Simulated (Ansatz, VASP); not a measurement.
One calculation of MgNi3Te4, two programs

```
CELL_PARAMETERS angstrom
4.10152 0.00000 0.00000
-2.05076 3.55202 0.00000
0.00000 0.00000 11.23476
ATOMIC_POSITIONS crystal
Mg 0.00000 0.00000 0.00000
Ni 0.00000 0.00000 0.50000
Ni 0.00000 0.00000 0.26184
Ni 0.00000 0.00000 0.73816
Te 0.33333 0.66667 0.15632
Te 0.33333 0.66667 0.61132
Te 0.66667 0.33333 0.38868
Te 0.66667 0.33333 0.84368
```

Alike in both runs: functional PBE; k mesh 12 × 12 × 4; occupations gaussian, width 0.1 eV; no spin polarisation.

Ansatz relaxed the structure, and its values are those at the end. VASP's run is a single point on that final structure, the one shown.

```csv
,VASP,Ansatz
version,VASP 6.6.1,Ansatz 0.2.0
potentials or method,"VASP PAW PBE potentials, release 64 (Mg, Ni, Te), cutoff 520 eV","scalar-relativistic, plane waves, PAW"
valence electrons in the cell,56,128
```

|  | VASP | Ansatz | Ansatz less VASP |
| --- | --- | --- | --- |
| gap on the k mesh at the Fermi level (eV) | none | none | - |
| pressure (GPa) | -0.1 | 0.0 | +0.07 |
| rms of the force components (eV/Å) | 0.005 | 0.003 | -0.0019 |

A gap of «none» marks a metal or a gap that the smearing closes. The functional is the same, so the differences come from potentials, cutoffs and numerics. VASP's potentials hold 56 valence electrons a cell and Ansatz's 128, so a difference there can come from the potentials and not from the codes.

Spin-orbit coupling is off throughout.
